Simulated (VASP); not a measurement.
# Hf (Fm-3m) in VASP: notebook

Hf is run at these levels: PBEsol; tasks: single point.

All numbers are computed with VASP 6.6.1; they aren't measurements. Logs are shortened: lines on timing, memory, paths and dates and some standing lists are left out, and cuts for length are marked.

### Step 1. The cell of the first run

Symmetry: Fm-3m, No. 225, cubic system. Conventional cell: a = 4.085 Å, b = 4.085 Å, c = 4.085 Å, α = 90.00°, β = 90.00°, γ = 90.00°. Hf (site symmetry m-3m) has 12 Hf at 2.89 Å within 3.8 Å.

### Step 2. Single point, PBEsol (strain -0.080 along x and y, -0.080 along z)

Input file INCAR:

```
PREC = Accurate
ENCUT = 500
EDIFF = 1E-6
ISMEAR = 0
SIGMA = 0.15
LREAL = F
LASPH = T
NELM = 120
ALGO = Normal
ISIF = 2
LWAVE = F
LCHARG = F
GGA = PS
NBANDS = 11
GGA_COMPAT = F
```

Input file KPOINTS:

```
Automatic mesh
0
Gamma
  18 18 18
```

Input file POSCAR:

```
Hf
1.0
    0.0000000000      2.0424000000      2.0424000000
    2.0424000000      0.0000000000      2.0424000000
    2.0424000000      2.0424000000      0.0000000000
Hf
1
Direct
    0.0000000000      0.0000000000      0.0000000000
```

Potentials or basis: VASP PAW PBE potentials, release 64 (Hf_pv).

Run with:

```console
cat potpaw_PBE.64/Hf_pv/POTCAR > POTCAR
mpirun -np 1 vasp_std > vasp.out
```

OUTCAR:

```text
PREC = Accurate
   ENCUT = 500
   EDIFF = 1E-6
   ISMEAR = 0
   LREAL = F
   LASPH = T
   NELM = 120
   ISIF = 2
   GGA = PS

 ion  position               nearest neighbor table
   1  0.000  0.000  0.000-

  LATTYP: Found a face centered cubic cell.
 ALAT       =     4.0848000000

  Lattice vectors:

 A1 = (   0.0000000000,   2.0424000000,   2.0424000000)
 A2 = (   2.0424000000,   0.0000000000,   2.0424000000)
 A3 = (   2.0424000000,   2.0424000000,   0.0000000000)

Analysis of symmetry for initial positions (statically):
=====================================================================
 Subroutine PRICEL returns:
 Original cell was already a primitive cell.

 Routine SETGRP: Setting up the symmetry group for a
 face centered cubic supercell.

 Subroutine GETGRP returns: Found 48 space group operations
 (whereof 48 operations were pure point group operations)
 out of a pool of 48 trial point group operations.

The static configuration has the point symmetry O_h .

Analysis of symmetry for dynamics (positions and initial velocities):
=====================================================================
 Subroutine PRICEL returns:
 Original cell was already a primitive cell.

 Routine SETGRP: Setting up the symmetry group for a
 face centered cubic supercell.

 Subroutine GETGRP returns: Found 48 space group operations
 (whereof 48 operations were pure point group operations)
 out of a pool of 48 trial point group operations.

The dynamic configuration has the point symmetry O_h .

 Subroutine INISYM returns: Found 48 space group operations
 (whereof 48 operations are pure point group operations),
 and found     1 'primitive' translations

----------------------------------------------------------------------------------------

                                     Primitive cell

  volume of cell :      17.0393

  direct lattice vectors                    reciprocal lattice vectors
     0.000000000  2.042400000  2.042400000    -0.244810027  0.244810027  0.244810027
     2.042400000  0.000000000  2.042400000     0.244810027 -0.244810027  0.244810027
     2.042400000  2.042400000  0.000000000     0.244810027  0.244810027 -0.244810027

  length of vectors
     2.888389780  2.888389780  2.888389780     0.424023406  0.424023406  0.424023406

  position of ions in fractional coordinates (direct lattice)
     0.000000000  0.000000000  0.000000000

  ion indices of the primitive-cell ions
   primitive index   ion index
                 1           1

[... 77 lines left out ...]
   ISIF   =      2    stress and relaxation
   ISYM   =      2    0-nonsym 1-usesym 2-fastsym
   POTIM  = 0.5000    time-step for ionic-motion
   TEBEG  =    0.0;   TEEND  =   0.0 temperature during run
   PSTRESS=    0.0 pullay stress
   NELECT =      10.0000    total number of electrons
   NUPDOWN=      -1.0000    fix difference up-down
   EMIN   =  10.00;   EMAX   =-10.00  energy-range for DOS
   EFERMI =   0.00;   METHOD = LEGACY
   ISMEAR =     0;   SIGMA  =   0.15  broadening in eV -4-tet -1-fermi 0-gaus
   EFERMI_NEDOS =   21; number of points for ismear=-14 and -15
   IALGO  =     38    algorithm
   IMIX   =      4    mixing-type and parameters
     AMIX     =   0.40;   BMIX     =  1.00
     AMIX_MAG =   1.60;   BMIX_MAG =  1.00
  volume/ion in A,a.u.               =      17.04       114.99
  Fermi-wavevector in a.u.,A,eV,Ry     =   1.370642  2.590138 25.560714  1.878659
  Thomas-Fermi vector in A             =   2.496410
   LORBIT       =      0    0 simple, 1 ext, 2 COOP (PROOUT), +10 PAW based schemes
   GGA     = PS    functional components
   LHFCALC =     F    Hartree Fock is set to
   AEXX    =    0.0000 exact exchange contribution
   IVDW    =     0    specifies the selected vdW correction
   LEPSILON=     F    determine dielectric tensor
   LRPA    =     F    only Hartree local field effects (RPA)
 non-spin polarized calculation
 Gauss-broadening in eV      SIGMA  =   0.15
  energy-cutoff  :      500.00
  volume of cell :       17.04
 maximum number of plane-waves:       448
 NGX is ok and might be reduce to    24
   NGX = 11   NGY = 11   NGZ = 11

 number of electron      10.0000000 magnetization

 number of electron       9.9999999 magnetization

 Free energy of the ion-electron system (eV)
  ---------------------------------------------------
  ext. energy  EPLUGINS =         0.00000000
  ---------------------------------------------------
  free energy    TOTEN  =       -10.00302324 eV

  energy without entropy =       -9.99180627  energy(sigma->0) =       -9.99741476

 E-fermi :   6.6624     XC(G=0): -12.7032

 val. band max:        6.6453637210   @ k =  -0.2778   0.3333   0.0556
 cond. band min:       6.6759293224   @ k =   0.2222   0.0556   0.0000
 fundamental gap:      0.0305656015
 Fermi energy:         6.6623785007

 k-point     1 :       0.0000    0.0000    0.0000
  band No.  band energies     occupation
      1     -22.3282      2.00000
      2     -22.3282      2.00000
      3     -22.3282      2.00000
      4      -1.4034      2.00000
      5       8.0534      0.00000
      6       8.0534      0.00000
      7       8.0534      0.00000
      8      11.9651      0.00000
      9      11.9651      0.00000
     10      18.9432      0.00000
     11      20.5448      0.00000
[... 309 lines left out ...]
 k-point    24 :      -0.2222    0.0556    0.0000
  band No.  band energies     occupation
      1     -23.3153      2.00000
      2     -22.5137      2.00000
      3     -22.4244      2.00000
      4       1.0058      2.00000
      5       6.5687      1.62278
      6       8.4563      0.00000
      7       8.6630      0.00000
      8      11.1508      0.00000
      9      12.4725      0.00000
     10      19.8218      0.00000
     11      20.5545      0.00000

 [... further k-points ...]
[... 5 lines left out ...]
  --------------------------------------------------------------------------------------
  -------------------------------------------------------------------------------------
  Total        3.9942816      3.9942816      3.9942816      0.0000000      0.0000000     -0.0000000
  in kB      375.5751612    375.5751612    375.5751612      0.0000000      0.0000000     -0.0000000
  external PRESSURE =     375.5751612 kB  Pullay stress =       0.0000000 kB

 VOLUME and BASIS-vectors are now :
 -----------------------------------------------------------------------------
  energy-cutoff  :      500.00
  volume of cell :       17.04
      direct lattice vectors                 reciprocal lattice vectors
     0.000000000  2.042400000  2.042400000    -0.244810027  0.244810027  0.244810027
     2.042400000  0.000000000  2.042400000     0.244810027 -0.244810027  0.244810027
     2.042400000  2.042400000  0.000000000     0.244810027  0.244810027 -0.244810027

 POSITION                                       TOTAL-FORCE (eV/Angst)
 -----------------------------------------------------------------------------------
      0.00000      0.00000      0.00000        -0.000000     -0.000000      0.000000
 -----------------------------------------------------------------------------------
    total drift:                               -0.000000     -0.000000     -0.000000

  FREE ENERGIE OF THE ION-ELECTRON SYSTEM (eV)
  ---------------------------------------------------
  free  energy   TOTEN  =       -10.0030232418 eV

  energy  without entropy=       -9.9918062722  energy(sigma->0) =       -9.99741476
```

OSZICAR:

```text
N       E                     dE             d eps       ncg     rms          rms(c)
DAV:   1     0.135559212383E+02    0.13556E+02   -0.57228E+03  4349   0.845E+02
DAV:   2    -0.986803803377E+01   -0.23424E+02   -0.22587E+02  5161   0.160E+02
DAV:   3    -0.102528581241E+02   -0.38482E+00   -0.37964E+00  5297   0.142E+01
DAV:   4    -0.102537630604E+02   -0.90494E-03   -0.90487E-03  4872   0.815E-01
DAV:   5    -0.102537654133E+02   -0.23530E-05   -0.23530E-05  5169   0.381E-02    0.538E+01
DAV:   6    -0.100743414750E+02    0.17942E+00   -0.13350E-01  5022   0.272E+00    0.322E+01
DAV:   7    -0.100057846884E+02    0.68557E-01   -0.21127E-01  5007   0.333E+00    0.143E+00
DAV:   8    -0.100030072970E+02    0.27774E-02   -0.11786E-02  4708   0.826E-01    0.996E-02
DAV:   9    -0.100030233901E+02   -0.16093E-04   -0.10927E-04  5047   0.102E-01    0.376E-02
DAV:  10    -0.100030232418E+02    0.14834E-06   -0.74796E-06  4731   0.216E-02
   1 F= -.10003023E+02 E0= -.99974148E+01  d E =-.112170E-01
```

stdout:

```text
POSCAR found type information on POSCAR Hf
 POSCAR found :  1 types and       1 ions
 scaLAPACK will be used
 -----------------------------------------------------------------------------
|                                                                             |
|                                                                             |
|     You enforced a specific xc type in the INCAR file but a different       |
|     I HOPE YOU KNOW WHAT YOU ARE DOING!                                     |
|                                                                             |
 -----------------------------------------------------------------------------

 LDA part: xc-table for (Slater+PW92), standard interpolation
 POSCAR, INCAR and KPOINTS ok, starting setup
 FFT: planning ... GRIDC
 FFT: planning ... GRID_SOFT
 FFT: planning ... GRID
 WAVECAR not read
 entering main loop
```

Run time: 11 s. Hardware: 1 thread of Intel Xeon 6975P-C, shared host; peak memory 0.17 GiB.

Results:

| Quantity | Value |
| --- | --- |
| Free energy | -10.0030 eV |
| Pressure | 37.6 GPa |
| Band gap on the k mesh | zero (band 5 reaches 8.05 eV, above the bottom of band 6 at 5.79 eV) |

Levels at points of the mesh, in eV from the Fermi level:
```tsv
k point	band 1	band 2	band 3	band 4	band 5	band 6	band 7	band 8	band 9	band 10
(0.00, 0.00, 0.00)	-28.99	-28.99	-28.99	-8.07	1.39	1.39	1.39	5.30	5.30	12.28
(0.50, 0.00, 0.00)	-30.94	-29.24	-29.24	-4.55	1.04	1.04	1.90	8.37	8.37	11.95
(0.50, 0.50, 0.00)	-30.80	-29.68	-29.68	-4.64	-3.36	4.50	8.41	9.32	9.32	12.56
```

Caveat: the cell differs from its parent crystal (strain -0.080 along x and y, -0.080 along z); the PAW data sets were made with another functional, which shifts forces and pressure a little; spin-orbit coupling is left out, which moves the levels of the heavy elements.

### Step 3. Single point, PBEsol (strain -0.040 along x and y, -0.040 along z)

Input file INCAR:

```
SYSTEM = Hf
ALGO = Normal
EDIFF = 1E-6
ENCUT = 500
GGA = PS
GGA_COMPAT = .FALSE.
ISIF = 2
ISMEAR = 0
LASPH = .TRUE.
LCHARG = .FALSE.
LREAL = .FALSE.
LWAVE = .FALSE.
NBANDS = 11
NELM = 120
PREC = Accurate
SIGMA = 0.15
```

Input file KPOINTS:

```
k-points
0
G
  18 18 18
  0 0 0
```

Input file POSCAR:

```
Hf
1.0
    0.0000000000      2.1312000000      2.1312000000
    2.1312000000      0.0000000000      2.1312000000
    2.1312000000      2.1312000000      0.0000000000
Hf
1
Direct
    0.0000000000      0.0000000000      0.0000000000
```

Potentials or basis: VASP PAW PBE potentials, release 64 (Hf_pv).

Run with:

```console
cat potpaw_PBE.64/Hf_pv/POTCAR > POTCAR
mpirun -np 1 vasp_std > vasp.out
```

OUTCAR:

```text
SYSTEM = Hf
   EDIFF = 1E-6
   ENCUT = 500
   GGA = PS
   ISIF = 2
   ISMEAR = 0
   LASPH = .TRUE.
   LREAL = .FALSE.
   NELM = 120
   PREC = Accurate

 ion  position               nearest neighbor table
   1  0.000  0.000  0.000-

  LATTYP: Found a face centered cubic cell.
 ALAT       =     4.2624000000

  Lattice vectors:

 A1 = (   0.0000000000,   2.1312000000,   2.1312000000)
 A2 = (   2.1312000000,   0.0000000000,   2.1312000000)
 A3 = (   2.1312000000,   2.1312000000,   0.0000000000)
[... 508 lines left out ...]
      2     -23.9279      2.00000
      3     -23.8690      2.00000
      4       0.0732      2.00000
      5       5.6427      0.97552
      6       7.4007      0.00000
      7       7.5959      0.00000
      8       9.7433      0.00000
      9      10.8508      0.00000
     10      18.1307      0.00000
     11      19.1673      0.00000

 [... further k-points ...]
[... 5 lines left out ...]
  --------------------------------------------------------------------------------------
  -------------------------------------------------------------------------------------
  Total        1.6374633      1.6374633      1.6374633     -0.0000000      0.0000000      0.0000000
  in kB      135.5125565    135.5125565    135.5125565     -0.0000000      0.0000000      0.0000000
  external PRESSURE =     135.5125565 kB  Pullay stress =       0.0000000 kB

 VOLUME and BASIS-vectors are now :
 -----------------------------------------------------------------------------
  energy-cutoff  :      500.00
  volume of cell :       19.36
      direct lattice vectors                 reciprocal lattice vectors
     0.000000000  2.131200000  2.131200000    -0.234609610  0.234609610  0.234609610
     2.131200000  0.000000000  2.131200000     0.234609610 -0.234609610  0.234609610
     2.131200000  2.131200000  0.000000000     0.234609610  0.234609610 -0.234609610

 POSITION                                       TOTAL-FORCE (eV/Angst)
 -----------------------------------------------------------------------------------
      0.00000      0.00000      0.00000         0.000000      0.000000      0.000000
 -----------------------------------------------------------------------------------
    total drift:                                0.000000      0.000000      0.000000

  FREE ENERGIE OF THE ION-ELECTRON SYSTEM (eV)
  ---------------------------------------------------
  free  energy   TOTEN  =       -10.3583333775 eV

  energy  without entropy=      -10.3454199600  energy(sigma->0) =      -10.35187667
```

OSZICAR:

```text
N       E                     dE             d eps       ncg     rms          rms(c)
DAV:   1     0.124455704115E+02    0.12446E+02   -0.56556E+03  4330   0.832E+02
DAV:   2    -0.102547468747E+02   -0.22700E+02   -0.21890E+02  5273   0.156E+02
DAV:   3    -0.106531030077E+02   -0.39836E+00   -0.39267E+00  5405   0.143E+01
DAV:   4    -0.106542826162E+02   -0.11796E-02   -0.11794E-02  4893   0.932E-01
DAV:   5    -0.106542874472E+02   -0.48310E-05   -0.48312E-05  5307   0.526E-02    0.498E+01
DAV:   6    -0.104389410933E+02    0.21535E+00   -0.17052E-01  5061   0.304E+00    0.297E+01
DAV:   7    -0.103618225874E+02    0.77119E-01   -0.27356E-01  5046   0.371E+00    0.135E+00
DAV:   8    -0.103583113540E+02    0.35112E-02   -0.17587E-02  4844   0.956E-01    0.745E-02
DAV:   9    -0.103583334580E+02   -0.22104E-04   -0.19657E-04  5075   0.125E-01    0.426E-02
DAV:  10    -0.103583332569E+02    0.20114E-06   -0.10023E-05  4949   0.245E-02    0.416E-02
DAV:  11    -0.103583333775E+02   -0.12065E-06   -0.94099E-07  3042   0.784E-03
   1 F= -.10358333E+02 E0= -.10351877E+02  d E =-.129134E-01
```

stdout:

```text
POSCAR found type information on POSCAR Hf
 POSCAR found :  1 types and       1 ions
 scaLAPACK will be used
 -----------------------------------------------------------------------------
|                                                                             |
|                                                                             |
|     You enforced a specific xc type in the INCAR file but a different       |
|     I HOPE YOU KNOW WHAT YOU ARE DOING!                                     |
|                                                                             |
 -----------------------------------------------------------------------------

 LDA part: xc-table for (Slater+PW92), standard interpolation
 POSCAR, INCAR and KPOINTS ok, starting setup
 FFT: planning ... GRIDC
 FFT: planning ... GRID_SOFT
 FFT: planning ... GRID
 WAVECAR not read
 entering main loop
```

Wall time 13 s (1 thread of Intel Xeon 6975P-C, shared host); peak memory 0.17 GiB.

Results:

```yaml
Free_energy: -10.3583 eV
Pressure: 13.6 GPa
Band_gap_on_the_k_mesh: zero (band 5 reaches 7.06 eV, above the bottom of band 6 at 4.88 eV)
```

Levels at points of the mesh, in eV from the Fermi level:
```csv
k point,band 3,band 4,band 5,band 6,band 7,band 8
"(0.00, 0.00, 0.00)",-29.44,-7.70,1.42,1.42,1.42,4.76
"(0.50, 0.00, 0.00)",-29.61,-4.10,1.13,1.13,1.18,7.36
"(0.50, 0.50, 0.00)",-29.91,-3.94,-2.72,3.43,7.37,8.14
```

Caveat: the cell differs from its parent crystal (strain -0.040 along x and y, -0.040 along z); the PAW data sets were made with another functional, which shifts forces and pressure a little; spin-orbit coupling is left out, which moves the levels of the heavy elements.
